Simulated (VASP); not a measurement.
# C18O (a cell with a defect) in VASP: a series of runs

The runs below take C18O (a cell with a defect) through single point, with PBE+D3(BJ).

Program: VASP 6.6.1. These are calculated values, not measurements. Logs are shortened: lines on timing, memory, paths and dates and some standing lists are left out, and cuts for length are marked.

## Step 1: The cell of the first run

The cell holds a defect, 19 atoms: a = 5.056 Å, b = 5.056 Å, c = 6.613 Å, α = 102.63°, β = 102.63°, γ = 93.98°.

## Step 2: Single point, PBE+D3(BJ)

INCAR

```
PREC     = Accurate       # precision mode
ENCUT    = 520            # plane-wave cutoff, eV
EDIFF    = 1E-6           # SCF threshold, eV
ISMEAR   = 0              # smearing method
SIGMA    = 0.01           # smearing width, eV
LREAL    = Auto         
LASPH    = True           # aspherical terms in the spheres
NELM     = 100            # most SCF steps
ALGO     = Normal         # electronic algorithm
ISIF     = 2              # what is computed and relaxed
LWAVE    = False          # write WAVECAR
LCHARG   = True           # write CHGCAR
GGA      = PE             # functional
IVDW     = 12             # dispersion correction
LELF     = True           # ELF
LVHAR    = True         
NBANDS   = 54             # bands
```

KPOINTS

```
Automatic mesh
0
Gamma
  3 3 2
  0 0 0.5
```

POSCAR

```
C18O
1.0
   -0.7330683218      3.6973851339     -3.3702827544
   -0.7330683218     -3.6973851339     -3.3702827544
   -5.6709571532      0.0000000000      3.4026574365
C O
18 1
Direct
    0.3684354565      0.7005835501      0.1135087873
    0.3827279539      0.3797792009      0.7737375487
    0.0328860910      0.0299715799      0.1184260952
    0.3949035111      0.0579716228      0.4382163078
    0.0676502150      0.7213875281      0.7669347570
    0.7035661230      0.3655499015      0.1134926234
    0.0608834992      0.3919702679      0.4382139302
    0.7244070941      0.0648031977      0.7669283790
    0.7208513051      0.7179262970      0.4395421450
    0.2671823661      0.5987922233      0.8858047947
    0.2824189916      0.2794954801      0.5505958500
    0.9266707412      0.9237496807      0.8789819783
    0.2781069908      0.9331049460      0.2228815207
    0.9552432904      0.6172529626      0.5478429991
    0.6018055357      0.2643234350      0.8857916871
    0.9360615913      0.2752113555      0.2228665437
    0.6202370893      0.9523755392      0.5478332176
    0.5894528472      0.5865120617      0.2261174854
    0.8156759743      0.8128502810      1.0275611275
```

Potentials or basis: VASP PAW PBE potentials, release 64 (C, O).

Launch:

```
> cat potpaw_PBE.64/C/POTCAR potpaw_PBE.64/O/POTCAR > POTCAR
> mpirun -np 1 vasp_std > vasp.out
```

OUTCAR:

```text
PREC = Accurate
   ENCUT = 520
   EDIFF = 1E-6
   ISMEAR = 0
   LREAL = Auto
   LASPH = True
   NELM = 100
   ISIF = 2
   GGA = PE
   IVDW = 12
 IVDW          = 12

 ion  position               nearest neighbor table
   1  0.368  0.701  0.114-  13 1.40  18 1.43  10 1.44
   2  0.383  0.380  0.774-  11 1.41  15 1.43  10 1.43
   3  0.033  0.030  0.118-  19 1.42  16 1.45  13 1.45  12 1.52
   4  0.395  0.058  0.438-  13 1.40  17 1.41  11 1.43
   5  0.068  0.721  0.767-  14 1.40  10 1.40  12 1.45
   6  0.704  0.366  0.113-  16 1.40  18 1.43  15 1.44
   7  0.061  0.392  0.438-  16 1.40  14 1.41  11 1.43
   8  0.724  0.065  0.767-  17 1.40  15 1.40  12 1.45
   9  0.721  0.718  0.440-  18 1.41  14 1.43  17 1.43
  10  0.267  0.599  0.886-   5 1.40   2 1.43   1 1.44
  11  0.282  0.279  0.551-   2 1.41   4 1.43   7 1.43
  12  0.927  0.924  0.879-  19 1.43   8 1.45   5 1.45   3 1.52
  13  0.278  0.933  0.223-   1 1.40   4 1.40   3 1.45
  14  0.955  0.617  0.548-   5 1.40   7 1.41   9 1.43
  15  0.602  0.264  0.886-   8 1.40   2 1.43   6 1.44
  16  0.936  0.275  0.223-   6 1.40   7 1.40   3 1.45
  17  0.620  0.952  0.548-   8 1.40   4 1.41   9 1.43
  18  0.589  0.587  0.226-   9 1.41   6 1.43   1 1.43
  19  0.816  0.813  0.028-   3 1.42  12 1.43

  LATTYP: Found a base centered monoclinic cell.
 ALAT       =     6.8981722243
 B/A-ratio  =     1.0719898007
 C/A-ratio  =     0.9587262009
 COS(beta)  =    -0.3204995344

  Lattice vectors:

 A1 = (  -0.7330683218,   3.6973851339,  -3.3702827544)
 A2 = (  -0.7330683218,  -3.6973851339,  -3.3702827544)
 A3 = (  -5.6709571532,   0.0000000000,   3.4026574365)

Analysis of symmetry for initial positions (statically):
=====================================================================
 Subroutine PRICEL returns:
 Original cell was already a primitive cell.

 Routine SETGRP: Setting up the symmetry group for a
 base centered monoclinic supercell.

 Subroutine GETGRP returns: Found  1 space group operations
 (whereof  1 operations were pure point group operations)
 out of a pool of  4 trial point group operations.

The static configuration has the point symmetry C_1 .

Analysis of symmetry for dynamics (positions and initial velocities):
=====================================================================
 Subroutine PRICEL returns:
 Original cell was already a primitive cell.

 Routine SETGRP: Setting up the symmetry group for a
 base centered monoclinic supercell.

 Subroutine GETGRP returns: Found  1 space group operations
 (whereof  1 operations were pure point group operations)
 out of a pool of  4 trial point group operations.

The dynamic configuration has the point symmetry C_1 .

 Subroutine INISYM returns: Found  1 space group operations
 (whereof  1 operations are pure point group operations),
 and found     1 'primitive' translations

----------------------------------------------------------------------------------------

                                     Primitive cell

  volume of cell :     159.7796

  direct lattice vectors                    reciprocal lattice vectors
    -0.733068322  3.697385134 -3.370282754    -0.078739302  0.135230705 -0.131228963
    -0.733068322 -3.697385134 -3.370282754    -0.078739302 -0.135230705 -0.131228963
    -5.670957153  0.000000000  3.402657437    -0.155980269  0.000000000  0.033927181

  length of vectors
     5.056367455  5.056367455  6.613458450     0.204226008  0.204226008  0.159627372

  position of ions in fractional coordinates (direct lattice)
     0.368435457  0.700583550  0.113508787
     0.382727954  0.379779201  0.773737549
     0.032886091  0.029971580  0.118426095
     0.394903511  0.057971623  0.438216308
     0.067650215  0.721387528  0.766934757
     0.703566123  0.365549902  0.113492623
[... 11 lines left out ...]
     0.589452847  0.586512062  0.226117485
     0.815675974  0.812850281  0.027561128

  ion indices of the primitive-cell ions
   primitive index   ion index
                 1           1
                 2           2
                 3           3
[... 48 lines left out ...]
   LORBIT       =      0    0 simple, 1 ext, 2 COOP (PROOUT), +10 PAW based schemes
   GGA     = PE    functional components
   LHFCALC =     F    Hartree Fock is set to
   AEXX    =    0.0000 exact exchange contribution
   IVDW    =    12    specifies the selected vdW correction
   LEPSILON=     F    determine dielectric tensor
   LRPA    =     F    only Hartree local field effects (RPA)
 non-spin polarized calculation
 Gauss-broadening in eV      SIGMA  =   0.01
  energy-cutoff  :      520.00
  volume of cell :      159.78
 maximum number of plane-waves:      4320
 NGX is ok and might be reduce to    40

 number of electron      77.9999997 magnetization

 Free energy of the ion-electron system (eV)
  ---------------------------------------------------
  ext. energy  EPLUGINS =         0.00000000
  ---------------------------------------------------
  free energy    TOTEN  =      -168.79560099 eV

  energy without entropy =     -168.79560099  energy(sigma->0) =     -168.79560099

 E-fermi :   5.0469     XC(G=0): -10.5875

 val. band max:        4.9871999640   @ k =  -0.3333  -0.3333   0.2500
 cond. band min:       5.2894887526   @ k =  -0.3333  -0.3333   0.2500
 fundamental gap:      0.3022887886
 Fermi energy:         5.0468660148

 k-point     1 :       0.0000    0.0000    0.2500
  band No.  band energies     occupation
      1     -18.9567      2.00000
      2     -14.1793      2.00000
      3     -12.9184      2.00000
      4     -12.3565      2.00000
      5     -11.8930      2.00000
      6     -11.1245      2.00000
[... 43 lines left out ...]
     50      12.4459      0.00000
     51      12.9454      0.00000

 k-point     2 :       0.3333    0.0000    0.2500
  band No.  band energies     occupation
      1     -18.9409      2.00000
      2     -13.8570      2.00000
      3     -13.5218      2.00000
      4     -12.7464      2.00000
      5     -11.3711      2.00000
      6     -10.9441      2.00000
[... 370 lines left out ...]
 k-point     9 :      -0.3333   -0.3333    0.2500
  band No.  band energies     occupation
      1     -18.9297      2.00000
      2     -14.1603      2.00000
      3     -12.3049      2.00000
      4     -12.2547      2.00000
      5     -12.0571      2.00000
      6     -11.7984      2.00000
[... 43 lines left out ...]
     50      12.5331      0.00000
     51      12.6983      0.00000
 [bands above 51 left out]

------------------------ aborting loop because EDIFF is reached ----------------------------------------

 Edisp (eV)   -2.92399

 E8    (eV) :    -0.8248

  FORCE on cell =-STRESS in cart. coord.  units (eV):
  Direction    XX          YY          ZZ          XY          YZ          ZX
  --------------------------------------------------------------------------------------
  -------------------------------------------------------------------------------------
  Total       6.03929     7.36841     7.02504     0.00213    -0.00020    -0.75359
  in kB      60.55852    73.88617    70.44302     0.02135    -0.00200    -7.55653
  external pressure =       68.30 kB  Pullay stress =        0.00 kB

 VOLUME and BASIS-vectors are now :
 -----------------------------------------------------------------------------
  energy-cutoff  :      520.00
  volume of cell :      159.78
      direct lattice vectors                 reciprocal lattice vectors
    -0.733068322  3.697385134 -3.370282754    -0.078739302  0.135230705 -0.131228963
    -0.733068322 -3.697385134 -3.370282754    -0.078739302 -0.135230705 -0.131228963
    -5.670957153  0.000000000  3.402657437    -0.155980269  0.000000000  0.033927181

 POSITION                                       TOTAL-FORCE (eV/Angst)
 -----------------------------------------------------------------------------------
     -1.42737     -1.22808     -3.21666        -0.004539      0.004934      0.008230
     -4.94680      0.01090      0.06290        -0.004362     -0.009902      0.002881
     -0.71767      0.01078      0.19112        -0.155708     -0.001305     -0.161037
     -2.81709      1.24577     -0.03522         0.003678      0.003277      0.001747
     -4.92767     -2.41712     -0.04966         0.002932      0.003067     -0.015684
     -1.42735      1.24978     -3.21705        -0.010923     -0.007085      0.009297
[... 11 lines left out ...]
     -2.14437      0.01087     -3.19393        -0.009738     -0.005765      0.014388
     -1.35012      0.01045     -5.39481         0.019343     -0.000669      0.379474
 -----------------------------------------------------------------------------------
    total drift:                                0.032133      0.035399      0.007738

  FREE ENERGIE OF THE ION-ELECTRON SYSTEM (eV)
  ---------------------------------------------------
  free  energy   TOTEN  =      -171.7195936651 eV

  energy  without entropy=     -171.7195936651  energy(sigma->0) =     -171.71959367
```

Run time: 51 s. Hardware: 1 thread of Intel Xeon 6975P-C (Granite Rapids), shared host; peak memory 0.27 GiB.

What came out:

- Free energy: -171.7196 eV
- Pressure: 6.8 GPa
- Largest force: 0.380 eV/Å
- Band gap on the k mesh: 0.30 eV
- Dispersion energy per atom: -0.154 eV

Forces in eV/Å, atoms in the order of the input:
```
C   -0.005  0.005  0.008
C   -0.004 -0.010  0.003
C   -0.156 -0.001 -0.161
C    0.004  0.003  0.002
C    0.003  0.003 -0.016
C   -0.011 -0.007  0.009
C    0.001  0.006  0.001
C    0.008  0.003 -0.015
C   -0.001 -0.006 -0.009
C    0.010  0.003 -0.003
C    0.002 -0.006 -0.010
C    0.127  0.005 -0.186
C    0.007 -0.002 -0.005
C    0.005  0.004 -0.003
C   -0.001  0.001  0.005
C   -0.002 -0.002 -0.011
C    0.003  0.007 -0.005
C   -0.010 -0.006  0.014
O    0.019 -0.001  0.379
```

Stress tensor (GPa, compression positive):
```
 6.06  0.00 -0.76
 0.00  7.39  0.00
-0.76  0.00  7.04
```

Levels at points of the mesh, in eV from the valence-band top:
| k point | band 36 | band 37 | band 38 | band 39 | band 40 | band 41 | band 42 | band 43 |
| --- | --- | --- | --- | --- | --- | --- | --- | --- |
| (0.00, 0.00, 0.25) | -2.48 | -2.20 | -1.34 | -1.02 | 0.82 | 1.63 | 2.87 | 4.03 |

Caveat: the k points lie up to 0.50 Å⁻¹ apart.

## Step 3: Single point, PBE+D3(BJ)

INCAR

```
ALGO = Normal ; EDIFF = 1E-7
ENCUT = 520 ; GGA = PE
ISIF = 2 ; ISMEAR = 0
IVDW = 12 ; LASPH = True
LCHARG = False ; LREAL = Auto
LWAVE = False ; NBANDS = 54
NELM = 60 ; PREC = Accurate
SIGMA = 0.01
```

KPOINTS

```
k-points
0
Gamma
  1 1 1
```

POSCAR

```
C18O
1.0
   -0.7330683218      3.6973851339     -3.3702827544
   -0.7330683218     -3.6973851339     -3.3702827544
   -5.6709571532      0.0000000000      3.4026574365
C O
18 1
Direct
    0.3587171157      0.6949273324      0.1192016436
    0.3762625331      0.3733031036      0.7762298842
    0.0131714475      0.0102107199      0.1130114828
    0.3868164718      0.0458378663      0.4444807693
    0.0875092107      0.7400991871      0.7692804000
    0.6977533005      0.3557405875      0.1191938282
    0.0487790884      0.3838638124      0.4444561262
    0.7430152999      0.0845951484      0.7692673507
    0.7494826797      0.7465755237      0.4314274640
    0.2603138334      0.5969411681      0.8850621708
    0.2688188651      0.2658563171      0.5560152956
    0.9520212136      0.9490812732      0.8787289439
    0.2578242048      0.9113830115      0.2269275804
    0.9746772876      0.6332644354      0.5407793878
    0.5997708528      0.2572807023      0.8850583510
    0.9142548359      0.2548504965      0.2269277481
    0.6362305411      0.9718292062      0.5407630486
    0.6056710274      0.6027664047      0.2223659360
    0.7980768575      0.7952048147      1.0161003666
```

Potentials or basis: VASP PAW PBE potentials, release 64 (C, O).

Launch:

```
> cat potpaw_PBE.64/C/POTCAR potpaw_PBE.64/O/POTCAR > POTCAR
> mpirun -np 1 vasp_gam > vasp.out
```

Wall time 12 s (1 thread of AMD EPYC 9R45 (Zen 5), shared host); peak memory 0.21 GiB.

The run converged. Its results:

```
Free energy                : -170.7182 eV
Pressure                   : 1.3 GPa
Largest force              : 0.284 eV/Å
Band gap on the k mesh     : 1.50 eV
Dispersion energy per atom : -0.155 eV
```

Forces in eV/Å, atoms in the order of the input:
```
C    0.017 -0.001  0.011
C   -0.027 -0.002  0.000
C   -0.138 -0.012 -0.145
C    0.008 -0.007 -0.004
C   -0.004 -0.006 -0.012
C    0.006  0.001  0.019
C    0.007  0.000 -0.002
C   -0.007  0.016 -0.010
C   -0.026  0.002 -0.005
C   -0.001  0.010  0.011
C    0.018 -0.013 -0.011
C    0.045  0.002 -0.095
C   -0.009 -0.010  0.010
C    0.003  0.002 -0.006
C   -0.006 -0.007  0.000
C   -0.006  0.013  0.001
C   -0.007  0.003 -0.006
C    0.024  0.003 -0.020
O    0.103  0.007  0.264
```

Stress tensor (GPa, compression positive):
```
 8.75  0.01 -3.07
 0.01 -2.72  0.01
-3.07  0.01 -1.99
```

Levels at points of the mesh, in eV from the valence-band top:
| k point | band 37 | band 38 | band 39 | band 40 | band 41 | band 42 |
| --- | --- | --- | --- | --- | --- | --- |
| (0.00, 0.00, 0.00) | -1.00 | -0.63 | 0.00 | 1.50 | 2.03 | 3.48 |

Caveat: the k points lie up to 1.28 Å⁻¹ apart.

## Step 4: Single point, PBE+D3(BJ)

INCAR

```
ALGO = Normal ; EDIFF = 1E-6
ENCUT = 910 ; GGA = PE
GGA_COMPAT = False ; ISIF = 2
ISMEAR = 0 ; IVDW = 12
LASPH = True ; LCHARG = False
LREAL = Auto ; LWAVE = False
NBANDS = 54 ; NELM = 120
PREC = Accurate ; SIGMA = 0.01
```

KPOINTS is that of step 3.

POSCAR is that of step 3.

Potentials or basis: VASP PAW PBE potentials, release 64 (C_h, O_h).

Launch:

```
> cat potpaw_PBE.64/C_h/POTCAR potpaw_PBE.64/O_h/POTCAR > POTCAR
> mpirun -np 1 vasp_gam > vasp.out
```

Wall time 27 s (1 thread of Intel Xeon 6975P-C (Granite Rapids), shared host); peak memory 0.36 GiB.

The run converged. Its results:

```yaml
Free_energy: -171.0848 eV
Pressure: 0.5 GPa
Largest_force: 0.062 eV/Å
Band_gap_on_the_k_mesh: 1.50 eV
Dispersion_energy_per_atom: -0.155 eV
```

Forces on the atoms (eV/Å):
```
C    0.006 -0.001  0.003
C   -0.009 -0.007  0.000
C   -0.010 -0.009 -0.019
C    0.005  0.004 -0.005
C   -0.006 -0.009 -0.003
C   -0.002  0.007  0.005
C   -0.002 -0.012 -0.002
C   -0.009  0.015  0.001
C   -0.010  0.003  0.000
C    0.002  0.007  0.005
C    0.010 -0.005 -0.010
C    0.012 -0.004 -0.030
C   -0.006  0.000  0.002
C    0.003  0.005  0.001
C   -0.004 -0.005 -0.002
C   -0.003  0.001 -0.002
C    0.000  0.001  0.006
C    0.004  0.003 -0.008
O    0.018  0.006  0.059
```

Stress tensor (GPa, compression positive):
```
 7.63  0.00 -3.17
 0.00 -3.77  0.00
-3.17  0.00 -2.47
```

Levels at points of the mesh, in eV from the valence-band top:
| k point | band 35 | band 36 | band 37 | band 38 | band 39 | band 40 | band 41 | band 42 | band 43 | band 44 |
| --- | --- | --- | --- | --- | --- | --- | --- | --- | --- | --- |
| (0.00, 0.00, 0.00) | -2.63 | -2.40 | -1.01 | -0.63 | 0.00 | 1.50 | 2.03 | 3.48 | 4.92 | 5.66 |

Caveat: the k points lie up to 1.28 Å⁻¹ apart; the cutoff is under 1.25 times the usual one of these potentials, so pressure, stress and relaxed cells hold a basis-set (Pulay) error.

## Step 5: Single point, PBE+D3(BJ)

INCAR

```
SYSTEM = C18O
PREC = Accurate ; ENCUT = 520
EDIFF = 1E-6 ; ISMEAR = 0
SIGMA = 0.01 ; LREAL = Auto
LASPH = .TRUE. ; NELM = 100
ALGO = Normal ; ISIF = 2
LWAVE = .FALSE. ; LCHARG = .TRUE.
GGA = PE ; IVDW = 12
LELF = .TRUE. ; LVHAR = .TRUE.
NBANDS = 54
```

KPOINTS

```
Automatic mesh
0
Gamma
  4 4 4
  0.5 0.5 0.5
```

POSCAR

```
C18O
1.0
   -0.7330683196      3.6973851341     -3.3702827575
   -0.7330683196     -3.6973851341     -3.3702827575
   -5.6709571555      0.0000000000      3.4026574436
C O
18 1
Direct
    0.3684345722      0.7007353299      0.1136924666
    0.3828152978      0.3798773896      0.7735305387
    0.0336934698      0.0307802814      0.1182511688
    0.3952203273      0.0579716581      0.4383524444
    0.0673362540      0.7207970141      0.7672692968
    0.7036958770      0.3655506302      0.1136866023
    0.0609155649      0.3923113664      0.4383430105
    0.7237713612      0.0644566411      0.7672679908
    0.7204810132      0.7175582863      0.4395913651
    0.2669790386      0.5987556482      0.8854058382
    0.2826839439      0.2797600299      0.5503897333
    0.9261938608      0.9232716656      0.8791695305
    0.2787588590      0.9334489049      0.2223752841
    0.9549790970      0.6167401558      0.5476442717
    0.6017300122      0.2641056755      0.8853954466
    0.9364068069      0.2758756645      0.2223609756
    0.6196401059      0.9520275904      0.5476587469
    0.5892663246      0.5863348243      0.2261292385
    0.8161648802      0.8132523548      1.0287638283
```

Potentials or basis: VASP PAW PBE potentials, release 64 (C, O).

Launch:

```
> cat potpaw_PBE.64/C/POTCAR potpaw_PBE.64/O/POTCAR > POTCAR
> mpirun -np 1 vasp_std > vasp.out
```

Run time: 15 min. Hardware: 1 thread of Intel Xeon 8259CL, shared host; peak memory 0.36 GiB.

Results (log left out):

| Item | Value |
| --- | --- |
| Free energy | -171.7316 eV |
| Pressure | 6.8 GPa |
| Largest force | 0.388 eV/Å |
| Band gap on the k mesh | 0.52 eV |
| Dispersion energy per atom | -0.154 eV |

Forces in eV/Å, atoms in the order of the input:
```
C    0.005  0.008  0.003
C   -0.006 -0.011  0.004
C   -0.146  0.000 -0.159
C   -0.004  0.002  0.003
C    0.003  0.001 -0.012
C    0.000 -0.007  0.003
C   -0.004  0.006 -0.001
C    0.000  0.007 -0.012
C   -0.015 -0.004 -0.006
C   -0.001  0.005 -0.005
C    0.008 -0.005 -0.007
C    0.122  0.006 -0.182
C    0.009 -0.004 -0.002
C    0.007 -0.002 -0.002
C   -0.010 -0.001  0.002
C    0.002  0.000 -0.004
C    0.007  0.009 -0.011
C    0.003 -0.006  0.002
O    0.020 -0.003  0.387
```

Stress tensor (GPa, compression positive):
```
 6.85  0.00 -0.74
 0.00  6.74  0.00
-0.74  0.00  6.93
```

Levels at points of the mesh, in eV from the valence-band top:
| k point | band 35 | band 36 | band 37 | band 38 | band 39 | band 40 | band 41 | band 42 | band 43 | band 44 |
| --- | --- | --- | --- | --- | --- | --- | --- | --- | --- | --- |
| (0.12, 0.12, 0.12) | -3.23 | -2.38 | -1.99 | -0.97 | -0.85 | 1.06 | 1.57 | 2.85 | 3.95 | 4.26 |

## Step 6: Summary

```tsv
potentials or basis	k mesh	cutoff (eV)	second run	gap on the mesh (eV)	pressure (GPa)	largest force (eV/Å)
VASP PAW PBE potentials, release 64 (C, O)	3 × 3 × 2, shifted	520	-	0.30	6.8	0.38
VASP PAW PBE potentials, release 64 (C, O)	1 × 1 × 1	520	-	1.50	1.3	0.28
VASP PAW PBE potentials, release 64 (C_h, O_h)	1 × 1 × 1	910	hard_potentials	1.50	0.5	0.06
VASP PAW PBE potentials, release 64 (C, O)	4 × 4 × 4, shifted	520	-	0.52	6.8	0.39
```

Some of these runs hold the atoms at other places in the same cell, which the table doesn't show; runs alike in all that it shows share one row.

Alike in all rows: task single point; level PBE+D3(BJ); no spin polarisation; cell as given; smearing gaussian 0.01 eV.

Caveats: some runs use coarse meshes; the cutoff is under 1.25 times the usual one of these potentials, so pressure, stress and relaxed cells hold a basis-set (Pulay) error (some runs).

Absolute energies hang on the potentials; compare differences alone.
